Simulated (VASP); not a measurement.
# SiC (I-4m2) in VASP: a series of runs

Runs on SiC. Level: PBE. Tasks: single point.

All numbers are computed with VASP 6.6.1; they aren't measurements. Logs are shortened: lines on timing, memory, paths and dates and some standing lists are left out, and cuts for length are marked.

**1. The cell of the first run**

Symmetry: I-4m2, No. 119, tetragonal system. The conventional cell has a = 2.978 Å, b = 2.978 Å, c = 4.633 Å, α = 90.00°, β = 90.00°, γ = 90.00°. Within 2.5 Å of Si (site symmetry -4m2) lie 4 C at 1.89 Å. Within 2.5 Å of C (site symmetry -4m2) lie 4 Si at 1.89 Å.

**2. Single point, PBE**

The input, INCAR:

```
SYSTEM = SiC
ALGO = Normal ; EDIFF = 1E-6
ENCUT = 520 ; GGA = PE
ISIF = 2 ; ISMEAR = 0
LASPH = .TRUE. ; LCHARG = .TRUE.
LELF = .TRUE. ; LREAL = .FALSE.
LVHAR = .TRUE. ; LWAVE = .FALSE.
NBANDS = 11 ; NELM = 60
PREC = Accurate ; SIGMA = 0.05
```

The input, KPOINTS:

```
k-points
0
G
  12 12 12
  0 0 0
```

The input, POSCAR:

```
SiC
1.0
    0.0000000000      2.1060175116      2.3166192627
    2.1060175116      0.0000000000      2.3166192627
    2.1060175116      2.1060175116      0.0000000000
Si C
1 1
Direct
    0.0000000000      0.0000000000      0.0000000000
    0.7500000000      0.7500000000      0.7500000000
```

Potentials or basis: VASP PAW PBE potentials, release 64 (Si, C).

Started as:

```
$ cat potpaw_PBE.64/Si/POTCAR potpaw_PBE.64/C/POTCAR > POTCAR
$ mpirun -np 1 vasp_std > vasp.out
```

OUTCAR:

```text
SYSTEM = SiC
   EDIFF = 1E-6
   ENCUT = 520
   GGA = PE
   ISIF = 2
   ISMEAR = 0
   LASPH = .TRUE.
   LREAL = .FALSE.
   NELM = 60
   PREC = Accurate

 ion  position               nearest neighbor table
   1  0.000  0.000  0.000-   2 1.89   2 1.89   2 1.89   2 1.89
   2  0.750  0.750  0.750-   1 1.89   1 1.89   1 1.89   1 1.89

  LATTYP: Found a body centered tetragonal cell.
 ALAT       =     2.9783585275
 C/A-ratio  =     1.5556349186

  Lattice vectors:

 A1 = (  -2.1060175116,   0.0000000000,   2.3166192627)
 A2 = (   2.1060175116,   0.0000000000,   2.3166192627)
 A3 = (   0.0000000000,   2.1060175116,  -2.3166192627)

Analysis of symmetry for initial positions (statically):
=====================================================================
 Subroutine PRICEL returns:
 Original cell was already a primitive cell.

 Routine SETGRP: Setting up the symmetry group for a
 body centered tetragonal supercell.

 Subroutine GETGRP returns: Found  8 space group operations
 (whereof  8 operations were pure point group operations)
 out of a pool of 16 trial point group operations.

The static configuration has the point symmetry D_2d.

Analysis of symmetry for dynamics (positions and initial velocities):
=====================================================================
 Subroutine PRICEL returns:
 Original cell was already a primitive cell.

 Routine SETGRP: Setting up the symmetry group for a
 body centered tetragonal supercell.

 Subroutine GETGRP returns: Found  8 space group operations
 (whereof  8 operations were pure point group operations)
 out of a pool of 16 trial point group operations.

The dynamic configuration has the point symmetry D_2d.

 Subroutine INISYM returns: Found  8 space group operations
 (whereof  8 operations are pure point group operations),
 and found     1 'primitive' translations

----------------------------------------------------------------------------------------

                                     Primitive cell

  volume of cell :      20.5498

  direct lattice vectors                    reciprocal lattice vectors
     0.000000000  2.106017512  2.316619263    -0.237414930  0.237414930  0.215831755
     2.106017512  0.000000000  2.316619263     0.237414930 -0.237414930  0.215831755
     2.106017512  2.106017512  0.000000000     0.237414930  0.237414930 -0.215831755

  length of vectors
     3.130820111  3.130820111  2.978358527     0.399142887  0.399142887  0.399142887

  position of ions in fractional coordinates (direct lattice)
     0.000000000  0.000000000  0.000000000
[... 81 lines left out ...]
   NSW    =      0    number of steps for IOM
   IBRION =     -1    ionic relax: 0-MD 1-quasi-New 2-CG
   NFREE  =      0    steps in history (QN), initial steepest desc. (CG)
   ISIF   =      2    stress and relaxation
   ISYM   =      2    0-nonsym 1-usesym 2-fastsym
   POTIM  = 0.5000    time-step for ionic-motion
   TEBEG  =    0.0;   TEEND  =   0.0 temperature during run
   PSTRESS=    0.0 pullay stress
   NELECT =       8.0000    total number of electrons
   NUPDOWN=      -1.0000    fix difference up-down
   EMIN   =  10.00;   EMAX   =-10.00  energy-range for DOS
   EFERMI =   0.00;   METHOD = LEGACY
   ISMEAR =     0;   SIGMA  =   0.05  broadening in eV -4-tet -1-fermi 0-gaus
   EFERMI_NEDOS =   21; number of points for ismear=-14 and -15
   IALGO  =     38    algorithm
   IMIX   =      4    mixing-type and parameters
     AMIX     =   0.40;   BMIX     =  1.00
     AMIX_MAG =   1.60;   BMIX_MAG =  1.00
  volume/ion in A,a.u.               =      10.27        69.34
  Fermi-wavevector in a.u.,A,eV,Ry     =   1.195369  2.258920 19.441458  1.428907
  Thomas-Fermi vector in A             =   2.331336
   LORBIT       =      0    0 simple, 1 ext, 2 COOP (PROOUT), +10 PAW based schemes
   GGA     = PE    functional components
   LHFCALC =     F    Hartree Fock is set to
   AEXX    =    0.0000 exact exchange contribution
   IVDW    =     0    specifies the selected vdW correction
   LEPSILON=     F    determine dielectric tensor
   LRPA    =     F    only Hartree local field effects (RPA)
 non-spin polarized calculation
 Gauss-broadening in eV      SIGMA  =   0.05
  energy-cutoff  :      520.00
  volume of cell :       20.55
 maximum number of plane-waves:       576
   NGX = 11   NGY = 11   NGZ = 11

 number of electron       8.0000000 magnetization

 Free energy of the ion-electron system (eV)
  ---------------------------------------------------
  ext. energy  EPLUGINS =         0.00000000
  ---------------------------------------------------
  free energy    TOTEN  =       -14.94021323 eV

  energy without entropy =      -14.94021323  energy(sigma->0) =      -14.94021323

 E-fermi :   8.7481     XC(G=0): -11.3967

 val. band max:        8.4946048716   @ k =  -0.0833   0.0833   0.0000
 cond. band min:       9.3159428789   @ k =   0.5000   0.0000   0.5000
 fundamental gap:      0.8213380073
 Fermi energy:         8.7480551551

 k-point     1 :       0.0000    0.0000    0.0000
  band No.  band energies     occupation
      1      -7.2592      2.00000
      2       7.7151      2.00000
      3       8.4745      2.00000
      4       8.4745      2.00000
      5      14.4155      0.00000
      6      15.5176      0.00000
      7      15.5176      0.00000
      8      15.7085      0.00000
      9      21.0473      0.00000
     10      23.3438      0.00000
     11      24.2393      0.00000
[... 309 lines left out ...]
 k-point    24 :      -0.4167    0.1667    0.0000
  band No.  band energies     occupation
      1      -3.3029      2.00000
      2       0.0678      2.00000
      3       4.4318      2.00000
      4       7.3726      2.00000
      5      13.9525      0.00000
      6      15.5135      0.00000
      7      17.3771      0.00000
      8      19.2040      0.00000
      9      23.4999      0.00000
     10      23.7490      0.00000
     11      25.9946      0.00000

 [... further k-points ...]
[... 5 lines left out ...]
  --------------------------------------------------------------------------------------
  -------------------------------------------------------------------------------------
  Total        1.8087974      1.8087974     -2.0065738      0.0000000     -0.0000000      0.0000000
  in kB      141.0236288    141.0236288   -156.4433497      0.0000000     -0.0000000      0.0000000
  external PRESSURE =      41.8679693 kB  Pullay stress =       0.0000000 kB

 VOLUME and BASIS-vectors are now :
 -----------------------------------------------------------------------------
  energy-cutoff  :      520.00
  volume of cell :       20.55
      direct lattice vectors                 reciprocal lattice vectors
     0.000000000  2.106017512  2.316619263    -0.237414930  0.237414930  0.215831755
     2.106017512  0.000000000  2.316619263     0.237414930 -0.237414930  0.215831755
     2.106017512  2.106017512  0.000000000     0.237414930  0.237414930 -0.215831755

 POSITION                                       TOTAL-FORCE (eV/Angst)
 -----------------------------------------------------------------------------------
      0.00000      0.00000      0.00000        -0.000000     -0.000000      0.000000
      3.15903      3.15903      3.47493         0.000000      0.000000      0.000000
 -----------------------------------------------------------------------------------
    total drift:                                0.000000      0.000000     -0.000000

  FREE ENERGIE OF THE ION-ELECTRON SYSTEM (eV)
  ---------------------------------------------------
  free  energy   TOTEN  =       -14.9402132306 eV

  energy  without entropy=      -14.9402132306  energy(sigma->0) =      -14.94021323
```

OSZICAR:

```text
N       E                     dE             d eps       ncg     rms          rms(c)
DAV:   1     0.384954450948E+01    0.38495E+01   -0.40005E+03  3760   0.616E+02
DAV:   2    -0.161981239991E+02   -0.20048E+02   -0.19040E+02  4454   0.110E+02
DAV:   3    -0.168061865728E+02   -0.60806E+00   -0.60713E+00  4459   0.161E+01
DAV:   4    -0.168084471609E+02   -0.22606E-02   -0.22604E-02  4128   0.124E+00
DAV:   5    -0.168084572174E+02   -0.10056E-04   -0.10056E-04  4470   0.764E-02    0.884E+00
DAV:   6    -0.149974839414E+02    0.18110E+01   -0.64927E+00  3985   0.114E+01    0.390E+00
DAV:   7    -0.149478456773E+02    0.49638E-01   -0.38612E-01  4366   0.356E+00    0.179E+00
DAV:   8    -0.149400366623E+02    0.78090E-02   -0.20208E-02  4105   0.947E-01    0.167E-01
DAV:   9    -0.149401071458E+02   -0.70484E-04   -0.16785E-03  4494   0.232E-01    0.110E-01
DAV:  10    -0.149402107339E+02   -0.10359E-03   -0.22712E-04  4072   0.925E-02    0.255E-02
DAV:  11    -0.149402128425E+02   -0.21086E-05   -0.39465E-05  4345   0.329E-02    0.672E-03
DAV:  12    -0.149402132306E+02   -0.38810E-06   -0.18072E-06  3398   0.815E-03
   1 F= -.14940213E+02 E0= -.14940213E+02  d E =-.455943E-15
```

Run time: 77 s. Hardware: 1 thread of AMD EPYC 7R13, shared host; peak memory 0.13 GiB.

What came out:

* Free energy: -14.9402 eV
* Pressure: 4.2 GPa
* Band gap on the k mesh: 0.82 eV, indirect (least direct gap 4.46 eV)

Levels at points of the mesh, in eV from the valence-band top:
| k point | band 1 | band 2 | band 3 | band 4 | band 5 | band 6 | band 7 | band 8 |
| --- | --- | --- | --- | --- | --- | --- | --- | --- |
| (0.00, 0.00, 0.00) | -15.75 | -0.78 | -0.02 | -0.02 | 5.92 | 7.02 | 7.02 | 7.21 |
| (0.50, 0.00, 0.00) | -12.14 | -8.86 | -1.96 | -0.72 | 4.37 | 7.14 | 7.71 | 9.91 |
| (0.50, 0.50, 0.00) | -11.18 | -8.90 | -2.77 | -2.77 | 1.69 | 5.16 | 13.50 | 14.04 |
| (0.50, 0.00, 0.50) | -10.43 | -7.70 | -3.88 | -3.70 | 0.82 | 3.52 | 12.08 | 14.66 |

 A k mesh can miss the band edges.

(Continued in part 2 of 2.)
